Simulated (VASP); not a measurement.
A run of VASP 6.6.1 is set up as follows.

File INCAR:

```
ALGO     = Normal         # electronic algorithm
EDIFF    = 1E-6           # SCF threshold, eV
ENCUT    = 520            # plane-wave cutoff, eV
GGA      = PE             # functional
ISIF     = 2              # what is computed and relaxed
ISMEAR   = 0              # smearing method
LASPH    = True           # aspherical terms in the spheres
LCHARG   = False          # write CHGCAR
LREAL    = False          # projectors in reciprocal space
LWAVE    = False          # write WAVECAR
NBANDS   = 12             # bands
NELM     = 60             # most SCF steps
PREC     = Accurate       # precision mode
SIGMA    = 0.15           # smearing width, eV
```

File KPOINTS:

```
k-points
0
Gamma
  20 20 20
```

Contents of POSCAR:

```
Ta
1.0
   -1.3860363547      1.3860363547      2.2360924511
    1.3860363547     -1.3860363547      2.2360924511
    1.3860363547      1.3860363547     -2.2360924511
Ta
1
Direct
    0.0000000000      0.0000000000      0.0000000000
```

Potentials or basis: VASP PAW PBE potentials, release 64 (Ta_pv).

Launch:

```bash
$ cat potpaw_PBE.64/Ta_pv/POTCAR > POTCAR
$ mpirun -np 1 vasp_std > vasp.out
```

**Question.** What does it give for the band gap on the k mesh?

**Answer.** Zero (an odd number of electrons rules out a gap without spin polarisation).

**Question.** What does it give for the pressure?

**Answer.** 18.5 GPa.

Stress tensor (GPa, compression positive):
```
15.32  0.00  0.00
 0.00 15.32  0.00
 0.00  0.00 24.81
```

Caveat: the stress differs along the axes, from 15 to 25 GPa; spin-orbit coupling is left out, which moves the levels of the heavy elements.
